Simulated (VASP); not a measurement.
# CdF2 (I4/mmm) in VASP: notebook

CdF2 is run at these levels: PBEsol; tasks: single point.

Everything below comes from runs of VASP 6.6.1. Logs are shortened: lines on timing, memory, paths and dates and some standing lists are left out, and cuts for length are marked.

**1. The cell of the first run**

Symmetry: I4/mmm, No. 139, tetragonal system. Conventional cell: a = 3.832 Å, b = 3.832 Å, c = 5.102 Å, α = 90.00°, β = 90.00°, γ = 90.00°. Cd (site symmetry 4/mmm) has 8 F at 2.30 Å within 3.0 Å. Within 3.0 Å of F (site symmetry -4m2) lie 4 Cd at 2.30 Å and 6 F at 2.55 to 2.71 Å.

**2. Single point, PBEsol (12.49 Å³/atom)**

Input file INCAR:

```
SYSTEM = CdF2
  PREC = Accurate
  ENCUT = 700
  EDIFF = 1E-6
  ISMEAR = 0
  SIGMA = 0.05
  LREAL = .False.
  LASPH = .True.
  NELM = 120
  ALGO = Normal
  ISIF = 2
  LWAVE = .False.
  LCHARG = .False.
  GGA = PS
  NBANDS = 24
  GGA_COMPAT = .False.
```

Input file KPOINTS:

```
Automatic mesh
0
Gamma
  8 8 8
  0 0 0
```

Input file POSCAR:

```
CdF2
1.0
    0.0000000000      2.7094598091      2.5512273563
    2.7094598091      0.0000000000      2.5512273563
    2.7094598091      2.7094598091      0.0000000000
Cd F
1 2
Direct
    0.0000000000      0.0000000000      0.0000000000
    0.2500000000      0.2500000000      0.2500000000
    0.7500000000      0.7500000000      0.7500000000
```

Potentials or basis: VASP PAW PBE potentials, release 64 (Cd_sv_GW, F).

The run is started by

```
> cat potpaw_PBE.64/Cd_sv_GW/POTCAR potpaw_PBE.64/F/POTCAR > POTCAR
> mpirun -np 1 vasp_std > vasp.out
```

OUTCAR:

```text
SYSTEM = CdF2
   PREC = Accurate
   ENCUT = 700
   EDIFF = 1E-6
   ISMEAR = 0
   LREAL = .False.
   LASPH = .True.
   NELM = 120
   ISIF = 2
   GGA = PS

 ion  position               nearest neighbor table
   1  0.000  0.000  0.000-
   2  0.250  0.250  0.250-
   3  0.750  0.750  0.750-

  LATTYP: Found a body centered tetragonal cell.
 ALAT       =     3.8317548087
 C/A-ratio  =     1.3316234904

  Lattice vectors:

 A1 = (   0.0000000000,  -2.7094598091,  -2.5512273563)
 A2 = (   0.0000000000,   2.7094598091,  -2.5512273563)
 A3 = (   2.7094598091,   0.0000000000,   2.5512273563)

Analysis of symmetry for initial positions (statically):
=====================================================================
 Subroutine PRICEL returns:
 Original cell was already a primitive cell.

 Routine SETGRP: Setting up the symmetry group for a
 body centered tetragonal supercell.

 Subroutine GETGRP returns: Found 16 space group operations
 (whereof 16 operations were pure point group operations)
 out of a pool of 16 trial point group operations.

The static configuration has the point symmetry D_4h.

Analysis of symmetry for dynamics (positions and initial velocities):
=====================================================================
 Subroutine PRICEL returns:
 Original cell was already a primitive cell.

 Routine SETGRP: Setting up the symmetry group for a
 body centered tetragonal supercell.

 Subroutine GETGRP returns: Found 16 space group operations
 (whereof 16 operations were pure point group operations)
 out of a pool of 16 trial point group operations.

The dynamic configuration has the point symmetry D_4h.

 Subroutine INISYM returns: Found 16 space group operations
 (whereof 16 operations are pure point group operations),
 and found     1 'primitive' translations

----------------------------------------------------------------------------------------

                                     Primitive cell

  volume of cell :      37.4580

  direct lattice vectors                    reciprocal lattice vectors
     0.000000000  2.709459809  2.551227356    -0.184538630  0.184538630  0.195984101
     2.709459809  0.000000000  2.551227356     0.184538630 -0.184538630  0.195984101
     2.709459809  2.709459809  0.000000000     0.184538630  0.184538630 -0.195984101

  length of vectors
     3.721549876  3.721549876  3.831754809     0.326372149  0.326372149  0.326372149

  position of ions in fractional coordinates (direct lattice)
[... 79 lines left out ...]
   ENCUT  =  700.0 eV  51.45 Ry    7.17 a.u.   8.03  8.03  8.27*2*pi/ulx,y,z
   NELM   =    120;   NELMIN=  2; NELMDL= -5     # of ELM steps
   EDIFF  = 0.1E-05   stopping-criterion for ELM
   LREAL  =      F    real-space projection
   EDIFFG = 0.1E-04   stopping-criterion for IOM
   NSW    =      0    number of steps for IOM
   IBRION =     -1    ionic relax: 0-MD 1-quasi-New 2-CG
   NFREE  =      0    steps in history (QN), initial steepest desc. (CG)
   ISIF   =      2    stress and relaxation
   ISYM   =      2    0-nonsym 1-usesym 2-fastsym
   POTIM  = 0.5000    time-step for ionic-motion
   TEBEG  =    0.0;   TEEND  =   0.0 temperature during run
   PSTRESS=    0.0 pullay stress
   NELECT =      34.0000    total number of electrons
   NUPDOWN=      -1.0000    fix difference up-down
   EMIN   =  10.00;   EMAX   =-10.00  energy-range for DOS
   EFERMI =   0.00;   METHOD = LEGACY
   ISMEAR =     0;   SIGMA  =   0.05  broadening in eV -4-tet -1-fermi 0-gaus
   EFERMI_NEDOS =   21; number of points for ismear=-14 and -15
   IALGO  =     38    algorithm
   IMIX   =      4    mixing-type and parameters
     AMIX     =   0.40;   BMIX     =  1.00
     AMIX_MAG =   1.60;   BMIX_MAG =  1.00
  volume/ion in A,a.u.               =      12.49        84.26
  Fermi-wavevector in a.u.,A,eV,Ry     =   1.585086  2.995379 34.184623  2.512499
  Thomas-Fermi vector in A             =   2.684605
   LORBIT       =      0    0 simple, 1 ext, 2 COOP (PROOUT), +10 PAW based schemes
   GGA     = PS    functional components
   LHFCALC =     F    Hartree Fock is set to
   AEXX    =    0.0000 exact exchange contribution
   IVDW    =     0    specifies the selected vdW correction
   LEPSILON=     F    determine dielectric tensor
   LRPA    =     F    only Hartree local field effects (RPA)
 non-spin polarized calculation
 Gauss-broadening in eV      SIGMA  =   0.05
  energy-cutoff  :      700.00
  volume of cell :       37.46
 maximum number of plane-waves:      1607
   NGX = 17   NGY = 17   NGZ = 17

 number of electron      33.9999994 magnetization

 Free energy of the ion-electron system (eV)
  ---------------------------------------------------
  ext. energy  EPLUGINS =         0.00000000
  ---------------------------------------------------
  free energy    TOTEN  =       -11.66269609 eV

  energy without entropy =      -11.66269609  energy(sigma->0) =      -11.66269609

 E-fermi :   1.3159     XC(G=0): -11.1091

 val. band max:        1.0112901300   @ k =  -0.1250   0.5000   0.3750
 cond. band min:       3.9711088673   @ k =   0.0000   0.0000   0.0000
 fundamental gap:      2.9598187373
 Fermi energy:         1.3159130860

 k-point     1 :       0.0000    0.0000    0.0000
  band No.  band energies     occupation
      1     -97.2990      2.00000
      2     -58.4438      2.00000
      3     -58.4199      2.00000
      4     -58.4199      2.00000
      5     -20.0242      2.00000
      6     -18.7466      2.00000
[... 637 lines left out ...]
     23      20.4091      0.00000
     24      21.8374      0.00000

 [... further k-points ...]

------------------------ aborting loop because EDIFF is reached ----------------------------------------

  FORCE on cell =-STRESS in cart. coord.  units (eV):
  Direction    XX          YY          ZZ          XY          YZ          ZX
  --------------------------------------------------------------------------------------
  -------------------------------------------------------------------------------------
  Total        0.4926602      0.4926602      2.1461768      0.0000000      0.0000000     -0.0000000
  in kB       21.0723725     21.0723725     91.7976351      0.0000000      0.0000000     -0.0000000
  external PRESSURE =      44.6474600 kB  Pullay stress =       0.0000000 kB

 VOLUME and BASIS-vectors are now :
 -----------------------------------------------------------------------------
  energy-cutoff  :      700.00
  volume of cell :       37.46
      direct lattice vectors                 reciprocal lattice vectors
     0.000000000  2.709459809  2.551227356    -0.184538630  0.184538630  0.195984101
     2.709459809  0.000000000  2.551227356     0.184538630 -0.184538630  0.195984101
     2.709459809  2.709459809  0.000000000     0.184538630  0.184538630 -0.195984101

 POSITION                                       TOTAL-FORCE (eV/Angst)
 -----------------------------------------------------------------------------------
      0.00000      0.00000      0.00000         0.000000     -0.000000      0.000000
      1.35473      1.35473      1.27561         0.000000      0.000000     -0.000000
      4.06419      4.06419      3.82684        -0.000000     -0.000000     -0.000000
 -----------------------------------------------------------------------------------
    total drift:                                0.000000     -0.000000      0.000000

  FREE ENERGIE OF THE ION-ELECTRON SYSTEM (eV)
  ---------------------------------------------------
  free  energy   TOTEN  =       -11.6626960851 eV

  energy  without entropy=      -11.6626960851  energy(sigma->0) =      -11.66269609
```

stdout:

```text
POSCAR found type information on POSCAR CdF
 POSCAR found :  2 types and       3 ions
 scaLAPACK will be used
 -----------------------------------------------------------------------------
|                                                                             |
|                                                                             |
|     You enforced a specific xc type in the INCAR file but a different       |
|     I HOPE YOU KNOW WHAT YOU ARE DOING!                                     |
|                                                                             |
 -----------------------------------------------------------------------------

 LDA part: xc-table for (Slater+PW92), standard interpolation
 POSCAR, INCAR and KPOINTS ok, starting setup
 FFT: planning ... GRIDC
 FFT: planning ... GRID_SOFT
 FFT: planning ... GRID
 WAVECAR not read
 entering main loop
```

Wall time 33 s (1 thread of Intel Xeon 6975P-C (Granite Rapids), shared host); peak memory 0.24 GiB.

What came out:

* Free energy: -11.6627 eV
* Pressure: 4.5 GPa
* Band gap on the k mesh: 2.96 eV (least direct gap 3.41 eV)

Levels at points of the mesh, in eV from the valence-band top:
```csv
k point,band 13,band 14,band 15,band 16,band 17,band 18,band 19,band 20,band 21,band 22
"(0.00, 0.00, 0.00)",-1.36,-0.80,-0.66,-0.45,-0.45,2.96,12.55,12.67,12.67,17.72
"(0.50, 0.00, 0.00)",-2.60,-2.19,-2.03,-0.45,-0.43,7.29,8.96,14.38,14.88,17.86
"(0.50, 0.50, 0.00)",-3.39,-3.12,-0.41,-0.21,-0.21,8.00,9.56,11.79,14.19,14.19
"(0.50, 0.00, 0.50)",-3.29,-3.17,-0.79,-0.23,-0.01,8.19,9.64,11.70,14.15,14.85
```

Caveat: the stress differs along the axes, from 2 to 9 GPa; the PAW data sets were made with another functional, which shifts forces and pressure a little.

(Continued in part 2 of 2.)
